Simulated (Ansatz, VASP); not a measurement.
# Two plane-wave programs on MgO

Contents of POSCAR:

```
MgO
1.0
    0.0000000000      2.0970013927      2.0970013927
    2.0970013927      0.0000000000      2.0970013927
    2.0970013927      2.0970013927      0.0000000000
Mg O
1 1
Direct
    0.0000000000      0.0000000000      0.0000000000
    0.5000000000      0.5000000000      0.5000000000
```

INCAR.step1

```
  PREC = Accurate
  ENCUT = 520
  EDIFF = 1E-5
  ISMEAR = -1
  SIGMA = 0.05
  LREAL = F
  LASPH = T
  NELM = 100
  ALGO = Normal
  ISIF = 2
  LWAVE = T
  LCHARG = F
  NBANDS = 11
  GGA = PE
```

The input INCAR.step2:

```
  PREC = Accurate
  ENCUT = 520
  EDIFF = 1E-7
  ISMEAR = -1
  SIGMA = 0.05
  LREAL = F
  LASPH = T
  NELM = 100
  ALGO = Normal
  ISIF = 2
  LWAVE = F
  LCHARG = F
  GGA = B3
  LHFCALC = T
  AEXX = 0.2
  AGGAX = 0.72
  AGGAC = 0.81
  ALDAC = 0.19
  PRECFOCK = Normal
  NBANDS = 11
  ISTART = 1
```

File KPOINTS:

```
Automatic mesh
0
Gamma
  6 6 6
```

Contents of input.yaml:

```yaml
crystal:
  lattice:
    - [0.0, 2.0970013927, 2.0970013927]
    - [2.0970013927, 0.0, 2.0970013927]
    - [2.0970013927, 2.0970013927, 0.0]
  atoms:
    - { symbol: Mg, position: [0.0, 0.0, 0.0] }
    - { symbol: O, position: [0.5, 0.5, 0.5] }
hamiltonian:
  xc: b3lyp
  pseudopotentials: { kind: paw }
kpoints:
  mp_grid: { grid: [6, 6, 6] }
  band_path:
    path:
      - [[0.0, 0.0, 0.0], [0.5, 0.0, 0.5], [0.5, 0.25, 0.75], [0.375, 0.375, 0.75], [0.0, 0.0, 0.0], [0.5, 0.5, 0.5], [0.625, 0.25, 0.625], [0.5, 0.25, 0.75], [0.5, 0.5, 0.5], [0.375, 0.375, 0.75]]
      - [[0.625, 0.25, 0.625], [0.5, 0.0, 0.5]]
    npoints: 4
scf:
  occupations: { method: fermi_dirac, width: 0.05 }
  n_extra_bands: 6
output:
  forces: true
  stress: true
  eigenvalues: true
  fatbands: false
```

Alike in both runs: functional B3LYP; k mesh 6 × 6 × 6; occupations fermi-dirac, width 0.05 eV; no spin polarisation.

```csv
,VASP,Ansatz
version,VASP 6.6.1,Ansatz 0.2.0
potentials or method,"VASP PAW PBE potentials, release 64 (Mg, O)",Ansatz PAW
plane-wave cutoff (eV),520,420
valence electrons in the cell,8,16
task,single point,band structure
```

```csv
,VASP,Ansatz,Ansatz less VASP
gap on the k mesh at the Fermi level (eV),7.13,7.14,+0.013
least direct gap on the mesh (eV),7.13,7.14,+0.013
pressure (GPa),3.4,3.5,+0.08
```

VASP's potentials were made for PBE, not for B3LYP. With one functional, cell and mesh, what is left measures potentials, basis and numerics. VASP's potentials hold 8 valence electrons a cell and Ansatz's 16, so a difference there can come from the potentials and not from the codes.

The k mesh is coarse, so the values compare programs but aren't converged.
